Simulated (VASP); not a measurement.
## AlCo (zincblende type): relaxation of cell and atoms with PBE

Crystal: AlCo (zincblende type).

```xyz
2
Lattice="0.0000 2.1908 2.1908 2.1908 0.0000 2.1908 2.1908 2.1908 0.0000" Properties=species:S:1:pos:R:3 pbc="T T T"
Co    0.0000    0.0000    0.0000
Al    1.0954    1.0954    1.0954
```

```yaml
Program: VASP 6.6.1
Task: relaxation of cell and atoms
Functional: PBE
Potentials_or_basis: VASP PAW PBE potentials, release 64 (Co, Al)
Cutoff: 600 eV
k_mesh: 13 × 13 × 13
Occupations: fermi-dirac, width 0.08 eV
Spin: no spin polarisation
Target_pressure: 89 GPa
Dipole_correction: no
Further_INCAR_settings: ALGO = Normal; EDIFF = 1e-07; IBRION = 2; EDIFFG = -0.005; NSW = 60; ISIF = 3
```

| Item | Value |
| --- | --- |
| Relaxed volume | 11.45 Å³/atom |
| Relaxed cell | a = 3.188 Å, b = 3.188 Å, c = 3.188 Å, α = 60.00°, β = 60.00°, γ = 60.00° |
| Space group after relaxing (to 0.05 Å) | F-43m (No. 216) |
| Energy change on relaxing (the enthalpy is what falls) | -613.7 meV/atom |
| Ionic steps | 17 |
| Pressure after relaxing | 89.0 GPa |
| Band gap on the k mesh | zero (band 6 reaches 10.07 eV, above the bottom of band 7 at 9.99 eV) |

Step by step:
```
step  energy change (eV)  largest force (eV/Å)  pressure (GPa)  volume (Å³)
   1              0.0000                0.0000          122.52        21.03
   2             -3.2080                0.0000           33.24        28.46
   3             -1.3192                0.0000           86.50        23.07
   4             -1.2322                0.0000           88.87        22.91
   5             -1.2106                0.0000           89.47        22.87
   6             -1.2114                0.0000           89.45        22.88
   7             -1.2139                0.0000           89.37        22.88
   8             -1.2139                0.0000           89.36        22.88
   9             -1.2140                0.0000           89.32        22.88
  10             -1.2141                0.0000           89.26        22.88
  11             -1.2144                0.0000           89.36        22.88
  12             -1.2150                0.0000           89.35        22.88
  13             -1.2162                0.0000           89.32        22.88
  14             -1.2186                0.0000           89.25        22.89
  15             -1.2234                0.0000           89.11        22.90
  16             -1.2330                0.0000           88.85        22.91
  17             -1.2275                0.0000           89.01        22.90
```

Final structure:
```xyz
2
Lattice="0.0000 2.2541 2.2541 2.2541 0.0000 2.2541 2.2541 2.2541 0.0000" Properties=species:S:1:pos:R:3 pbc="T T T"
Co    0.0000    0.0000    0.0000
Al    1.1270    1.1270    1.1270
```

Levels at points of the mesh, in eV from the Fermi level:
```tsv
k point	band 4	band 5	band 6	band 7	band 8	band 9
(0.00, 0.00, 0.00)	-2.25	-1.23	-1.23	9.91	9.91	9.91
```

It took 3.2 min on 1 thread of Intel(R) Xeon(R) Platinum 8375C CPU @ 2.90GHz (Ice Lake) (shared host), peak memory 0.19 GiB.

Caveat: the cell is relaxed towards a set pressure, so the enthalpy falls and the energy may rise. Spin polarisation is off, so any magnetic state and its effect on volume and gap are missing.
